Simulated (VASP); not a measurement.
Set up this calculation in VASP 6.6.1, as the native input.

* Task: relaxation of cell and atoms
* Functional: RPBE
* Potentials or basis: VASP PAW PBE potentials, release 64 (Ni)
* Cutoff: 600 eV
* k mesh: 14 × 14 × 8
* Occupations: fermi-dirac, width 0.1 eV
* Spin: no spin polarisation
* Dipole correction: no
* Further INCAR settings: ALGO = Normal; EDIFF = 1e-07; IBRION = 2; EDIFFG = -0.01; NSW = 80; ISIF = 3

The structure of Ni lies in POSCAR:

```
Ni
1.0
    2.4917559660      0.0000000000      0.0000000000
   -1.2458779830      2.1579239666      0.0000000000
    0.0000000000      0.0000000000      4.0690374925
Ni
2
Direct
    0.3333333333      0.6666666667      0.2500000000
    0.6666666667      0.3333333333      0.7500000000
```

These files were run (other wordings do the same):

INCAR

```
ALGO     = Normal         # electronic algorithm
EDIFF    = 1E-7           # SCF threshold, eV
EDIFFG   = -0.01          # ionic threshold
ENCUT    = 600            # plane-wave cutoff, eV
GGA      = RP             # functional
IBRION   = 2              # ionic algorithm
ISIF     = 3              # what is computed and relaxed
ISMEAR   = -1             # smearing method
LASPH    = True           # aspherical terms in the spheres
LCHARG   = False          # write CHGCAR
LREAL    = False          # projectors in reciprocal space
LWAVE    = False          # write WAVECAR
NELM     = 80             # most SCF steps
NSW      = 80             # ionic steps
PREC     = Accurate       # precision mode
SIGMA    = 0.1            # smearing width, eV
```

KPOINTS

```
k-points
0
Gamma
  14 14 8
```

Potentials or basis: VASP PAW PBE potentials, release 64 (Ni).

The run is started by

```console
$ cat potpaw_PBE.64/Ni/POTCAR > POTCAR
$ mpirun -np 1 vasp_std > vasp.out
```

It gave:

```json
{
  "Relaxed volume": "11.23 Å³/atom",
  "Relaxed cell": "a = 2.508 Å, b = 2.508 Å, c = 4.122 Å, α = 90.00°, β = 90.00°, γ = 120.00°",
  "Space group after relaxing (to 0.05 Å)": "P6_3/mmc (No. 194)",
  "Energy gained by relaxing": "4.3 meV/atom",
  "Ionic steps": "6",
  "Pressure after relaxing": "-0.1 GPa",
  "Band gap on the k mesh": "zero (band 10 reaches 9.01 eV, above the bottom of band 11 at 8.50 eV)"
}
```

Caveat: the PAW data sets were made with another functional, which shifts forces and pressure a little; the run has no spin polarisation, though such a crystal can be magnetic.

Run time: 86 s on 1 thread of AMD EPYC 9R45 96-Core Processor (Zen 5), on a shared host, peak memory 0.14 GiB.
